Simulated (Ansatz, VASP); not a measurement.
**One calculation of PtSeS4, two programs**

```
Pt Se S
1.0
     6.56063    0.00000    0.00000
    -3.28031    5.68167    0.00000
     0.00000    0.00000    3.17342
Pt Se S
1 1 4
Direct
  0.33333 0.66667 0.00000
  0.00000 0.00000 0.00000
  0.66667 0.33333 0.00000
  0.49428 0.98855 0.50000
  0.01145 0.50572 0.50000
  0.49428 0.50572 0.50000
```

Change from the starting cell: species swapped into the CePt4Rh type (P-6m2, No. 187).

Alike in both runs: functional PBE; k mesh 6 × 6 × 12; occupations gaussian, width 0.1 eV; no spin polarisation.

Ansatz relaxed the structure, and its values are those at the end. VASP's run is a single point on that final structure, the one shown.

```csv
,VASP,Ansatz
version,VASP 6.6.1,Ansatz 0.2.0
potentials or method,"VASP PAW PBE potentials, release 64 (Pt, Se, S), cutoff 520 eV","scalar-relativistic, plane waves, PAW"
valence electrons in the cell,40,58
```

|  | VASP | Ansatz | Ansatz less VASP |
| --- | --- | --- | --- |
| gap on the k mesh at the Fermi level (eV) | none | none | - |
| pressure (GPa) | -0.2 | 0.0 | +0.18 |
| rms of the force components (eV/Å) | 0.006 | 0.000 | -0.0059 |

A gap of «none» marks a metal or a gap that the smearing closes. VASP's potentials hold 40 valence electrons a cell and Ansatz's 58, so a difference there can come from the potentials and not from the codes.

Neither program's run includes spin-orbit coupling.
